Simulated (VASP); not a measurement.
A run of VASP 6.6.1 is set up as follows.

Contents of INCAR:

```
PREC = Accurate
ENCUT = 630
EDIFF = 1E-6
ISMEAR = 0
SIGMA = 0.020999999999999998
LREAL = F
LASPH = T
NELM = 120
ALGO = Normal
ISIF = 2
LWAVE = F
LCHARG = T
GGA = PE
LELF = T
LVHAR = T
NBANDS = 20
GGA_COMPAT = F
```

KPOINTS

```
Automatic mesh
0
Gamma
  7 7 5
```

File POSCAR:

```
CdS
1.0
    4.2611695877      0.0000000000      0.0000000000
   -2.1305847939      3.6902811128      0.0000000000
    0.0000000000      0.0000000000      5.8041729400
Cd S
1 1
Direct
    0.0000000000      0.0000000000      0.4426919200
    0.6666666667      0.3333333333      0.4343080800
```

Potentials or basis: VASP PAW PBE potentials, release 64 (Cd_sv_GW, S).

Launch:

```bash
$ cat potpaw_PBE.64/Cd_sv_GW/POTCAR potpaw_PBE.64/S/POTCAR > POTCAR
$ mpirun -np 1 vasp_std > vasp.out
```

(1) What does it give for the pressure?

(2) Estimate the band gap on the k mesh.

## Answers

(1) -0.3 GPa.

(2) 1.46 eV.
